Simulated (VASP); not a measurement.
A run of VASP 6.6.1 is set up as follows.

The input INCAR:

```
  ALGO = Normal
  EDIFF = 1E-7
  EDIFFG = -0.04
  ENCUT = 600
  GGA = PE
  IBRION = 2
  ISIF = 3
  ISMEAR = 0
  LASPH = True
  LCHARG = False
  LREAL = False
  LWAVE = False
  NELM = 100
  NSW = 90
  PREC = Accurate
  SIGMA = 0.1
```

File KPOINTS:

```
k-points
0
Gamma
  6 6 2
```

Contents of POSCAR:

```
Ga2F
1.0
    3.2887733646      0.0000000000      0.0000000000
   -1.6443866823      2.8481612811      0.0000000000
    0.0000000000      0.0000000000     10.3664461162
Ga F
4 2
Direct
    0.3333333333      0.6666666667      0.0000000000
    0.6666666667      0.3333333333      0.5000000000
    0.0000000000      0.0000000000      0.2500000000
    0.0000000000      0.0000000000      0.7500000000
    0.3333333333      0.6666666667      0.3750000000
    0.6666666667      0.3333333333      0.8750000000
```

Potentials or basis: VASP PAW PBE potentials, release 64 (Ga_d, F).

Run with:

```bash
$ cat potpaw_PBE.64/Ga_d/POTCAR potpaw_PBE.64/F/POTCAR > POTCAR
$ mpirun -np 1 vasp_std > vasp.out
```

(1) What does it give for the band gap on the k mesh?

(2) Estimate the space group after relaxing (to 0.1 Å).

Answers

(1) zero (bands 33 and 34 overlap by 2.91 eV).

(2) P6_3mc (No. 186).

Caveat: the k points lie up to 0.40 Å⁻¹ apart in the final cell, too coarse for converged energies and pressures of a metal; a cell axis changed by over 15 % at a fixed basis, so the end point is rough.
